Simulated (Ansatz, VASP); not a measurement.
Cu: VASP beside Ansatz

The input INCAR:

```
SYSTEM = Cu
ALGO = Fast
EDIFF = 1E-6
ENCUT = 520
GGA = PS
ISIF = 2
ISMEAR = -1
LASPH = .TRUE.
LCHARG = .TRUE.
LELF = .TRUE.
LREAL = .FALSE.
LVHAR = .TRUE.
LWAVE = .FALSE.
NBANDS = 18
NELM = 100
PREC = Accurate
SIGMA = 0.05
```

Contents of KPOINTS:

```
k-points
0
G
  11 11 11
  0 0 0
```

The input POSCAR:

```
Cu
1.0
    1.2344979457     -4.0287047744      0.0000000000
    1.2344979457      4.0287047744      0.0000000000
    0.0000000000      0.0000000000      2.5080715687
Cu
2
Direct
    0.8661333500      0.1338666500      0.7500000000
    0.1338666500      0.8661333500      0.2500000000
```

Contents of input.yaml:

```yaml
crystal:
  lattice:
    - [1.2344979457, -4.0287047744, 0.0]
    - [1.2344979457, 4.0287047744, 0.0]
    - [0.0, 0.0, 2.5080715687]
  atoms:
    - { symbol: Cu, position: [0.86613335, 0.13386665, 0.75] }
    - { symbol: Cu, position: [0.13386665, 0.86613335, 0.25] }
hamiltonian:
  xc: pbesol
  pseudopotentials: { kind: paw }
kpoints:
  mp_grid: { grid: [11, 11, 11] }
scf:
  occupations: { method: fermi_dirac, width: 0.05 }
output:
  forces: true
  stress: true
  eigenvalues: true
```

Alike in both runs: task single point; functional PBEsol; k mesh 11 × 11 × 11; occupations fermi-dirac, width 0.05 eV; no spin polarisation.

|  | VASP | Ansatz |
| --- | --- | --- |
| version | VASP 6.6.1 | Ansatz 0.2.0 |
| potentials or method | VASP PAW PBE potentials, release 64 (Cu) | Ansatz PAW |
| plane-wave cutoff (eV) | 520 | 420 |
| valence electrons in the cell | 22 | 38 |

```tsv
	VASP	Ansatz	Ansatz less VASP
gap on the k mesh at the Fermi level (eV)	none	none	-
pressure (GPa)	-5.8	-6.7	-0.86
traceless stress, the component that is largest in VASP (GPa)	-0.71	-0.76	-0.053
rms of the force components (eV/Å)	0.027	0.029	+0.0026
```

VASP's potentials were made for PBE, not for PBEsol. Atom by atom the forces differ by 0.003 eV/Å (rms over components). A gap of «none» marks a metal or a gap that the smearing closes. VASP's potentials hold 22 valence electrons a cell and Ansatz's 38, so a difference there can come from the potentials and not from the codes.
